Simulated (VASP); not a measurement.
# Be2C (Fm-3m) in VASP: notebook, part 2 of 2

VASP 6.6.1.

### Step 4. Relaxation of cell and atoms, PBEsol, target pressure 1 GPa, at which the enthalpy is minimised

This run uses another cell than the first one, of 6.68 Å³/atom, 1.019 times its volume.

Input file INCAR:

```
SYSTEM = Be2C
ALGO     = Normal         ! electronic algorithm
EDIFF    = 1E-7           ! SCF threshold, eV
EDIFFG   = -0.002         ! ionic threshold
ENCUT    = 600            ! plane-wave cutoff, eV
GGA      = PS             ! functional
GGA_COMPAT= .False.      
IBRION   = 2              ! ionic algorithm
ISIF     = 3              ! what is computed and relaxed
ISMEAR   = 0              ! smearing method
LASPH    = .True.         ! aspherical terms in the spheres
LCHARG   = .False.        ! write CHGCAR
LREAL    = .False.        ! projectors in reciprocal space
LWAVE    = .False.        ! write WAVECAR
NELM     = 120            ! most SCF steps
NELMIN   = 4            
NSW      = 100            ! ionic steps
PREC     = Accurate       ! precision mode
PSTRESS  = 10.0         
SIGMA    = 0.01           ! smearing width, eV
```

Input file KPOINTS:

```
k-points
0
Gamma
  8 8 8
  0 0 0
```

Input file POSCAR:

```
Be2C
1.0
    0.0000000000      2.1553775933      2.1553775933
    2.1553775933      0.0000000000      2.1553775933
    2.1553775933      2.1553775933      0.0000000000
Be C
2 1
Direct
    0.2500000000      0.2500000000      0.2500000000
    0.7500000000      0.7500000000      0.7500000000
    0.0000000000      0.0000000000      0.0000000000
```

Potentials or basis: VASP PAW PBE potentials, release 64 (Be, C).

Started as:

```console
$ cat potpaw_PBE.64/Be/POTCAR potpaw_PBE.64/C/POTCAR > POTCAR
$ mpirun -np 1 vasp_std > vasp.out
```

OUTCAR:

```text
SYSTEM = Be2C
   EDIFF = 1E-7
   EDIFFG = -0.002
   ENCUT = 600
   GGA = PS
   IBRION = 2
   ISIF = 3
   ISMEAR = 0
   LASPH = .True.
   LREAL = .False.
   NELM = 120
   NELMIN = 4
   NSW = 100
   PREC = Accurate
   PSTRESS = 10.0

 ion  position               nearest neighbor table
   1  0.250  0.250  0.250-   3 1.87   3 1.87   3 1.87   3 1.87   2 2.16   2 2.16   2 2.16   2 2.16
                             2 2.16   2 2.16
   2  0.750  0.750  0.750-   3 1.87   3 1.87   3 1.87   3 1.87   1 2.16   1 2.16   1 2.16   1 2.16
                             1 2.16   1 2.16
   3  0.000  0.000  0.000-   2 1.87   2 1.87   2 1.87   1 1.87   2 1.87   1 1.87   1 1.87   1 1.87

  LATTYP: Found a face centered cubic cell.
 ALAT       =     4.3107551866

  Lattice vectors:

 A1 = (   0.0000000000,   2.1553775933,   2.1553775933)
 A2 = (   2.1553775933,   0.0000000000,   2.1553775933)
 A3 = (   2.1553775933,   2.1553775933,   0.0000000000)

Analysis of symmetry for initial positions (statically):
=====================================================================
 Subroutine PRICEL returns:
 Original cell was already a primitive cell.

 Routine SETGRP: Setting up the symmetry group for a
 face centered cubic supercell.

 Subroutine GETGRP returns: Found 48 space group operations
 (whereof 48 operations were pure point group operations)
 out of a pool of 48 trial point group operations.

The static configuration has the point symmetry O_h .

Analysis of symmetry for dynamics (positions and initial velocities):
=====================================================================
 Subroutine PRICEL returns:
 Original cell was already a primitive cell.

 Routine SETGRP: Setting up the symmetry group for a
 face centered cubic supercell.

 Subroutine GETGRP returns: Found 48 space group operations
 (whereof 48 operations were pure point group operations)
 out of a pool of 48 trial point group operations.

The dynamic configuration has the point symmetry O_h .

 Subroutine INISYM returns: Found 48 space group operations
 (whereof 48 operations are pure point group operations),
 and found     1 'primitive' translations

----------------------------------------------------------------------------------------

                                     Primitive cell

  volume of cell :      20.0263

  direct lattice vectors                    reciprocal lattice vectors
     0.000000000  2.155377593  2.155377593    -0.231977915  0.231977915  0.231977915
     2.155377593  0.000000000  2.155377593     0.231977915 -0.231977915  0.231977915
     2.155377593  2.155377593  0.000000000     0.231977915  0.231977915 -0.231977915

  length of vectors
     3.048164224  3.048164224  3.048164224     0.401797535  0.401797535  0.401797535

  position of ions in fractional coordinates (direct lattice)
     0.250000000  0.250000000  0.250000000
     0.750000000  0.750000000  0.750000000
     0.000000000  0.000000000  0.000000000

  ion indices of the primitive-cell ions
   primitive index   ion index
                 1           1
                 2           2
                 3           3

----------------------------------------------------------------------------------------

 KPOINTS: k-points
[... 52 lines left out ...]
   total plane-waves  NPLWV =  13824
   dimension x,y,z NGX =    24 NGY =   24 NGZ =   24
   dimension x,y,z NGXF=    48 NGYF=   48 NGZF=   48
   ions per type =               2   1
   NGX,Y,Z   is equivalent  to a cutoff of  13.09, 13.09, 13.09 a.u.
   NGXF,Y,Z  is equivalent  to a cutoff of  26.18, 26.18, 26.18 a.u.
 SYSTEM =  Be2C
   PREC   = accura    normal or accurate (medium, high low for compatibility)
   ISTART =      0    job   : 0-new  1-cont  2-samecut
   ICHARG =      2    charge: 1-file 2-atom 10-const
   ISPIN  =      1    spin polarized calculation?
   LNONCOLLINEAR =      F non collinear calculations
   LSORBIT =      F    spin-orbit coupling
   LASPH  =      T    aspherical Exc in radial PAW
   ENCUT  =  600.0 eV  44.10 Ry    6.64 a.u.   6.09  6.09  6.09*2*pi/ulx,y,z
   NELM   =    120;   NELMIN=  4; NELMDL= -5     # of ELM steps
   EDIFF  = 0.1E-06   stopping-criterion for ELM
   LREAL  =      F    real-space projection
   EDIFFG = -.2E-02   stopping-criterion for IOM
   NSW    =    100    number of steps for IOM
   IBRION =      2    ionic relax: 0-MD 1-quasi-New 2-CG
   NFREE  =      1    steps in history (QN), initial steepest desc. (CG)
   ISIF   =      3    stress and relaxation
   ISYM   =      2    0-nonsym 1-usesym 2-fastsym
   POTIM  = 0.5000    time-step for ionic-motion
   TEBEG  =    0.0;   TEEND  =   0.0 temperature during run
   PSTRESS=   10.0 pullay stress
   NELECT =       8.0000    total number of electrons
   NUPDOWN=      -1.0000    fix difference up-down
   EMIN   =  10.00;   EMAX   =-10.00  energy-range for DOS
   EFERMI =   0.00;   METHOD = LEGACY
   ISMEAR =     0;   SIGMA  =   0.01  broadening in eV -4-tet -1-fermi 0-gaus
   EFERMI_NEDOS =   21; number of points for ismear=-14 and -15
   IALGO  =     38    algorithm
   IMIX   =      4    mixing-type and parameters
     AMIX     =   0.40;   BMIX     =  1.00
     AMIX_MAG =   1.60;   BMIX_MAG =  1.00
  volume/ion in A,a.u.               =       6.68        45.05
  Fermi-wavevector in a.u.,A,eV,Ry     =   1.205697  2.278437 19.778856  1.453705
  Thomas-Fermi vector in A             =   2.341386
   LORBIT       =      0    0 simple, 1 ext, 2 COOP (PROOUT), +10 PAW based schemes
   GGA     = PS    functional components
   LHFCALC =     F    Hartree Fock is set to
   AEXX    =    0.0000 exact exchange contribution
   IVDW    =     0    specifies the selected vdW correction
   LEPSILON=     F    determine dielectric tensor
   LRPA    =     F    only Hartree local field effects (RPA)
 conjugate gradient relaxation of ions
 non-spin polarized calculation
 Gauss-broadening in eV      SIGMA  =   0.01
  energy-cutoff  :      600.00
  volume of cell :       20.03
 maximum number of plane-waves:       692
   NGX = 13   NGY = 13   NGZ = 13

--------------------------------------- Ionic step        1  -------------------------------------------

 number of electron       8.0000000 magnetization

 Free energy of the ion-electron system (eV)
  ---------------------------------------------------
  ext. energy  EPLUGINS =         0.00000000
  ---------------------------------------------------
  free energy    TOTEN  =       -18.41238510 eV

  energy without entropy =      -18.41238510  energy(sigma->0) =      -18.41238510

------------------------ aborting loop because EDIFF is reached ----------------------------------------

  FORCE on cell =-STRESS in cart. coord.  units (eV):
  Direction    XX          YY          ZZ          XY          YZ          ZX
  --------------------------------------------------------------------------------------
  -------------------------------------------------------------------------------------
  Total        0.0700655      0.0700655      0.0700655     -0.0000000     -0.0000000      0.0000000
  in kB        5.6055057      5.6055057      5.6055057     -0.0000000     -0.0000000      0.0000000
  external PRESSURE =      -4.3944943 kB  Pullay stress =      10.0000000 kB
[... 65 lines left out ...]
--------------------------------------- Ionic step        3  -------------------------------------------

 number of electron       8.0000000 magnetization

 Free energy of the ion-electron system (eV)
  ---------------------------------------------------
  ext. energy  EPLUGINS =         0.00000000
  ---------------------------------------------------
  free energy    TOTEN  =       -18.41217654 eV

  energy without entropy =      -18.41217654  energy(sigma->0) =      -18.41217654

 E-fermi :   7.9170     XC(G=0): -11.5718

 val. band max:        7.8394974629   @ k =   0.0000   0.0000   0.0000
 cond. band min:       8.9056350713   @ k =   0.5000   0.5000   0.0000
 fundamental gap:      1.0661376085
 Fermi energy:         7.9169805273

 k-point     1 :       0.0000    0.0000    0.0000
  band No.  band energies     occupation
      1      -7.3049      2.00000
      2       7.8395      2.00000
      3       7.8395      2.00000
      4       7.8395      2.00000
      5      11.9518      0.00000
      6      11.9518      0.00000
      7      11.9518      0.00000
      8      14.7110      0.00000
[... 243 lines left out ...]
 k-point    24 :      -0.3750    0.2500    0.1250
  band No.  band energies     occupation
      1      -3.9225      2.00000
      2      -0.3339      2.00000
      3       3.6673      2.00000
      4       4.3839      2.00000
      5      12.9658      0.00000
      6      14.4764      0.00000
      7      17.7340      0.00000
      8      18.5251      0.00000

 [... further k-points ...]

------------------------ aborting loop because EDIFF is reached ----------------------------------------

  FORCE on cell =-STRESS in cart. coord.  units (eV):
  Direction    XX          YY          ZZ          XY          YZ          ZX
  --------------------------------------------------------------------------------------
  -------------------------------------------------------------------------------------
  Total        0.1254860      0.1254860      0.1254860     -0.0000000      0.0000000     -0.0000000
  in kB       10.0609849     10.0609849     10.0609849     -0.0000000      0.0000000     -0.0000000
  external PRESSURE =       0.0609849 kB  Pullay stress =      10.0000000 kB
[... 22 lines left out ...]
  energy  without entropy=      -18.4121765407  energy(sigma->0) =      -18.41217654

  enthalpy is  TOTEN    =       -18.2874512110 eV   P V=        0.1247253297

 reached required accuracy - stopping structural energy minimisation
```

It took 7.7 s on 1 thread of Intel Xeon Platinum 8375C at 2.90GHz (Ice Lake), shared host; peak memory 0.13 GiB.

What came out:

```yaml
Free_energy: -18.4122 eV
Relaxed_volume: 6.66 Å³/atom
Relaxed_cell: a = 3.046 Å, b = 3.046 Å, c = 3.046 Å, α = 60.00°, β = 60.00°, γ = 60.00°
Space_group_after_relaxing_to_0.05_Å: Fm-3m (No. 225)
Energy_change_on_relaxing_the_enthalpy_is_what_falls: +0.1 meV/atom
Ionic_steps: 3
Pressure_after_relaxing: 1.0 GPa
Band_gap_on_the_k_mesh: 1.07 eV, indirect (least direct gap 4.11 eV)
```

Step by step:
| step | energy change (eV) | largest force (eV/Å) | pressure (GPa) | volume (Å³) |
| --- | --- | --- | --- | --- |
| 1 | 0.0000 | 0.0000 | 0.56 | 20.03 |
| 2 | 0.0003 | 0.0000 | 1.11 | 19.97 |
| 3 | 0.0002 | 0.0000 | 1.01 | 19.98 |

Final structure:
```cif
data_structure
_symmetry_space_group_name_H-M 'P 1'
_symmetry_Int_Tables_number 1
_cell_length_a 3.0460
_cell_length_b 3.0460
_cell_length_c 3.0460
_cell_angle_alpha 60.000
_cell_angle_beta 60.000
_cell_angle_gamma 60.000
_cell_volume 19.98
loop_
_atom_site_label
_atom_site_type_symbol
_atom_site_fract_x
_atom_site_fract_y
_atom_site_fract_z
_atom_site_occupancy
Be1 Be 0.25000 0.25000 0.25000 1
Be2 Be 0.75000 0.75000 0.75000 1
C1 C 0.00000 0.00000 0.00000 1
```

Levels at points of the mesh, in eV from the valence-band top:
| k point | band 2 | band 3 | band 4 | band 5 | band 6 | band 7 |
| --- | --- | --- | --- | --- | --- | --- |
| (0.00, 0.00, 0.00) | 0.00 | 0.00 | 0.00 | 4.11 | 4.11 | 4.11 |
| (0.50, 0.00, 0.00) | -8.86 | -1.86 | -1.86 | 4.97 | 4.97 | 7.18 |
| (0.50, 0.50, 0.00) | -6.84 | -4.82 | -4.82 | 1.07 | 5.83 | 13.37 |

Caveat: the cell is relaxed towards a set pressure, so the enthalpy falls and the energy may rise; the PAW data sets were made with another functional, which shifts forces and pressure a little.

### Step 5. Summary

```csv
task,cell,gap on the mesh (eV),pressure (GPa)
single point,"a = 3.029 Å, angles 60.0°, 3 atoms",1.07,4.6
single point,"a = 3.016 Å, angles 60.0°, 3 atoms",1.08,7.6
relaxation of cell and atoms,"relaxed to 1 GPa from a = 3.048 Å, angles 60.0°, 3 atoms",1.07,1.0
```

Alike in all rows: level PBEsol; potentials or basis VASP PAW PBE potentials, release 64 (Be, C); no spin polarisation; k mesh 8 × 8 × 8; cutoff (eV) 600; smearing gaussian 0.01 eV.

Caveats: the PAW data sets were made with another functional, which shifts forces and pressure a little; the cell is relaxed towards a set pressure, so the enthalpy falls and the energy may rise (some runs).

Total energies depend on the potentials used, so only differences within one code and one set of settings carry meaning.
